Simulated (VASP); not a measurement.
# Zn (P6/mmm) in VASP: a series of runs, part 2 of 2

VASP 6.6.1.

## Step 3: Single point, PBE (volume scaled by 0.88)

File INCAR:

```
PREC = Accurate
ENCUT = 520
EDIFF = 1E-7
ISMEAR = -1
SIGMA = 0.1
LREAL = False
LASPH = True
NELM = 80
ALGO = Normal
ISIF = 2
LWAVE = False
LCHARG = False
GGA = PE
NBANDS = 25
```

File KPOINTS:

```
regular mesh
0
Gamma
  11 11 15
```

File POSCAR:

```
Zn
1.0
    4.2968345231      0.0000000000      0.0000000000
   -2.1484172615      3.7211678529      0.0000000000
    0.0000000000      0.0000000000      2.5744034329
Zn
3
Direct
    0.0000000000      1.0000000000      0.0000000000
    0.3333333333      0.6666666667      0.5000000000
    0.6666666667      0.3333333333      0.5000000000
```

Potentials or basis: VASP PAW PBE potentials, release 64 (Zn).

Launch:

```console
cat potpaw_PBE.64/Zn/POTCAR > POTCAR
mpirun -np 1 vasp_std > vasp.out
```

OUTCAR:

```text
PREC = Accurate
   ENCUT = 520
   EDIFF = 1E-7
   ISMEAR = -1
   LREAL = False
   LASPH = True
   NELM = 80
   ISIF = 2
   GGA = PE

 ion  position               nearest neighbor table
   1  0.000  0.000  0.000-   2 2.79   3 2.79   2 2.79   3 2.79   3 2.79   3 2.79   2 2.79   2 2.79
                             3 2.79   3 2.79   2 2.79   2 2.79
   2  0.333  0.667  0.500-   3 2.48   3 2.48   3 2.48   1 2.79   1 2.79   1 2.79   1 2.79   1 2.79
                             1 2.79
   3  0.667  0.333  0.500-   2 2.48   2 2.48   2 2.48   1 2.79   1 2.79   1 2.79   1 2.79   1 2.79
                             1 2.79

  LATTYP: Found a hexagonal cell.
 ALAT       =     4.2968345231
 C/A-ratio  =     0.5991395338

  Lattice vectors:

 A1 = (   4.2968345231,   0.0000000000,   0.0000000000)
 A2 = (  -2.1484172615,   3.7211678529,   0.0000000000)
 A3 = (   0.0000000000,   0.0000000000,   2.5744034329)

Analysis of symmetry for initial positions (statically):
=====================================================================
 Subroutine PRICEL returns:
 Original cell was already a primitive cell.

 Routine SETGRP: Setting up the symmetry group for a
 hexagonal supercell.

 Subroutine GETGRP returns: Found 24 space group operations
 (whereof 24 operations were pure point group operations)
 out of a pool of 24 trial point group operations.

The static configuration has the point symmetry D_6h.

Analysis of symmetry for dynamics (positions and initial velocities):
=====================================================================
 Subroutine PRICEL returns:
 Original cell was already a primitive cell.

 Routine SETGRP: Setting up the symmetry group for a
 hexagonal supercell.

 Subroutine GETGRP returns: Found 24 space group operations
 (whereof 24 operations were pure point group operations)
 out of a pool of 24 trial point group operations.

The dynamic configuration has the point symmetry D_6h.

 Subroutine INISYM returns: Found 24 space group operations
 (whereof 24 operations are pure point group operations),
 and found     1 'primitive' translations

----------------------------------------------------------------------------------------

                                     Primitive cell

  volume of cell :      41.1628

  direct lattice vectors                    reciprocal lattice vectors
     4.296834523  0.000000000  0.000000000     0.232729465  0.134366419  0.000000000
    -2.148417262  3.721167853  0.000000000     0.000000000  0.268732839  0.000000000
     0.000000000  0.000000000  2.574403433     0.000000000  0.000000000  0.388439507

  length of vectors
     4.296834523  4.296834523  2.574403433     0.268732839  0.268732839  0.388439507

  position of ions in fractional coordinates (direct lattice)
     0.000000000  0.000000000  0.000000000
     0.333333333  0.666666667  0.500000000
     0.666666667  0.333333333  0.500000000

  ion indices of the primitive-cell ions
   primitive index   ion index
                 1           1
                 2           2
                 3           3

----------------------------------------------------------------------------------------

 KPOINTS: regular mesh

Automatic generation of k-mesh.
 Grid dimensions read from file:
 generate k-points for:   11   11   15

 Generating k-lattice:

  Cartesian coordinates                     Fractional coordinates (reciprocal lattice)
     0.021157224  0.012215129  0.000000000     0.090909091 -0.000000000  0.000000000
     0.000000000  0.024430258  0.000000000     0.000000000  0.090909091  0.000000000
     0.000000000  0.000000000  0.025895967     0.000000000  0.000000000  0.066666667

  Length of vectors
     0.024430258  0.024430258  0.025895967

  Shift w.r.t. Gamma in fractional coordinates (k-lattice)
     0.000000000  0.000000000  0.000000000

 Subroutine IBZKPT returns following result:
 ===========================================

 Found    128 irreducible k-points:

 Following reciprocal coordinates:
            Coordinates               Weight
  0.000000  0.000000  0.000000      1.000000
  0.090909 -0.000000  0.000000      6.000000
  0.181818 -0.000000  0.000000      6.000000
  0.272727 -0.000000  0.000000      6.000000
  0.363636 -0.000000  0.000000      6.000000
  0.454545 -0.000000  0.000000      6.000000
[... 16 lines left out ...]
  0.090909  0.090909  0.066667     12.000000
  0.181818  0.090909  0.066667     24.000000
 [... further k-points ...]
   k-points           NKPTS =    128   k-points in BZ     NKDIM =    128   number of bands    NBANDS=     25
   number of dos      NEDOS =    301   number of ions     NIONS =      3
   total plane-waves  NPLWV =  20480
   dimension x,y,z NGX =    32 NGY =   32 NGZ =   20
   dimension x,y,z NGXF=    64 NGYF=   64 NGZF=   40
   ions per type =               3
   NGX,Y,Z   is equivalent  to a cutoff of  12.38, 12.38, 12.92 a.u.
   NGXF,Y,Z  is equivalent  to a cutoff of  24.76, 24.76, 25.83 a.u.
 SYSTEM =  unknown system
   PREC   = accura    normal or accurate (medium, high low for compatibility)
   ISTART =      0    job   : 0-new  1-cont  2-samecut
   ICHARG =      2    charge: 1-file 2-atom 10-const
   ISPIN  =      1    spin polarized calculation?
   LNONCOLLINEAR =      F non collinear calculations
   LSORBIT =      F    spin-orbit coupling
   LASPH  =      T    aspherical Exc in radial PAW
   ENCUT  =  520.0 eV  38.22 Ry    6.18 a.u.   7.99  7.99  4.79*2*pi/ulx,y,z
   NELM   =     80;   NELMIN=  2; NELMDL= -5     # of ELM steps
   EDIFF  = 0.1E-06   stopping-criterion for ELM
   LREAL  =      F    real-space projection
   EDIFFG = 0.1E-05   stopping-criterion for IOM
   NSW    =      0    number of steps for IOM
   IBRION =     -1    ionic relax: 0-MD 1-quasi-New 2-CG
   NFREE  =      0    steps in history (QN), initial steepest desc. (CG)
   ISIF   =      2    stress and relaxation
   ISYM   =      2    0-nonsym 1-usesym 2-fastsym
   POTIM  = 0.5000    time-step for ionic-motion
   TEBEG  =    0.0;   TEEND  =   0.0 temperature during run
   PSTRESS=    0.0 pullay stress
   NELECT =      36.0000    total number of electrons
   NUPDOWN=      -1.0000    fix difference up-down
   EMIN   =  10.00;   EMAX   =-10.00  energy-range for DOS
   EFERMI =   0.00;   METHOD = LEGACY
   ISMEAR =    -1;   SIGMA  =   0.10  broadening in eV -4-tet -1-fermi 0-gaus
   EFERMI_NEDOS =   21; number of points for ismear=-14 and -15
   IALGO  =     38    algorithm
   IMIX   =      4    mixing-type and parameters
     AMIX     =   0.40;   BMIX     =  1.00
     AMIX_MAG =   1.60;   BMIX_MAG =  1.00
  volume/ion in A,a.u.               =      13.72        92.59
  Fermi-wavevector in a.u.,A,eV,Ry     =   1.565576  2.958510 33.348265  2.451028
  Thomas-Fermi vector in A             =   2.668032
   LORBIT       =      0    0 simple, 1 ext, 2 COOP (PROOUT), +10 PAW based schemes
   GGA     = PE    functional components
   LHFCALC =     F    Hartree Fock is set to
   AEXX    =    0.0000 exact exchange contribution
   IVDW    =     0    specifies the selected vdW correction
   LEPSILON=     F    determine dielectric tensor
   LRPA    =     F    only Hartree local field effects (RPA)
 non-spin polarized calculation
  energy-cutoff  :      520.00
  volume of cell :       41.16
 maximum number of plane-waves:      1123
 NGX is ok and might be reduce to    32
   NGX = 15   NGY = 15   NGZ =  9

 number of electron      35.9999977 magnetization

 Free energy of the ion-electron system (eV)
  ---------------------------------------------------
  ext. energy  EPLUGINS =         0.00000000
  ---------------------------------------------------
  free energy    TOTEN  =        -2.86653808 eV

  energy without entropy =       -2.83710210  energy(sigma->0) =       -2.85182009

 E-fermi :   4.0864     XC(G=0): -12.1084

 val. band max:        4.0658003747   @ k =   0.3636   0.0909   0.0667
 cond. band min:       4.1181957237   @ k =   0.2727   0.1818   0.4000
 fundamental gap:      0.0523953490
 Fermi energy:         4.0864196357

 k-point     1 :       0.0000    0.0000    0.0000
  band No.  band energies     occupation
      1      -7.3570      2.00000
      2      -4.9016      2.00000
      3      -4.3349      2.00000
      4      -4.2369      2.00000
      5      -4.2232      2.00000
      6      -4.2232      2.00000
[... 17 lines left out ...]
     24      19.1393      0.00000
     25      24.6300      0.00000
[... 621 lines left out ...]
      3      -4.6141      2.00000
      4      -4.5149      2.00000
      5      -4.3534      2.00000
      6      -4.2355      2.00000
[... 17 lines left out ...]
     24      18.3930      0.00000
     25      20.2665      0.00000

 [... further k-points ...]
[... 5 lines left out ...]
  --------------------------------------------------------------------------------------
  -------------------------------------------------------------------------------------
  Total        2.9179141      2.9179141      3.2596057      0.0000000      0.0000000      0.0000000
  in kB      113.5739114    113.5739114    126.8735673      0.0000000      0.0000000      0.0000000
  external PRESSURE =     118.0071300 kB  Pullay stress =       0.0000000 kB

 VOLUME and BASIS-vectors are now :
 -----------------------------------------------------------------------------
  energy-cutoff  :      520.00
  volume of cell :       41.16
      direct lattice vectors                 reciprocal lattice vectors
     4.296834523  0.000000000  0.000000000     0.232729465  0.134366419  0.000000000
    -2.148417262  3.721167853  0.000000000     0.000000000  0.268732839  0.000000000
     0.000000000  0.000000000  2.574403433     0.000000000  0.000000000  0.388439507

 POSITION                                       TOTAL-FORCE (eV/Angst)
 -----------------------------------------------------------------------------------
      0.00000      0.00000      0.00000         0.000000      0.000000      0.000000
     -0.00000      2.48078      1.28720        -0.000000      0.000000      0.000000
      2.14842      1.24039      1.28720         0.000000      0.000000      0.000000
 -----------------------------------------------------------------------------------
    total drift:                               -0.000000      0.000000     -0.000000

  FREE ENERGIE OF THE ION-ELECTRON SYSTEM (eV)
  ---------------------------------------------------
  free  energy   TOTEN  =        -2.8665380792 eV

  energy  without entropy=       -2.8371020988  energy(sigma->0) =       -2.85182009
```

Run time: 1.7 min. Hardware: 1 thread of Intel Xeon Platinum 8488C (Sapphire Rapids), shared host; peak memory 0.22 GiB.

What came out:

```yaml
Free_energy: -2.8665 eV
Pressure: 11.8 GPa
Band_gap_on_the_k_mesh: zero (band 18 reaches 8.33 eV, above the bottom of band 19 at 3.08 eV)
```

Stress tensor (GPa, compression positive):
```
11.36  0.00  0.00
 0.00 11.36  0.00
 0.00  0.00 12.69
```
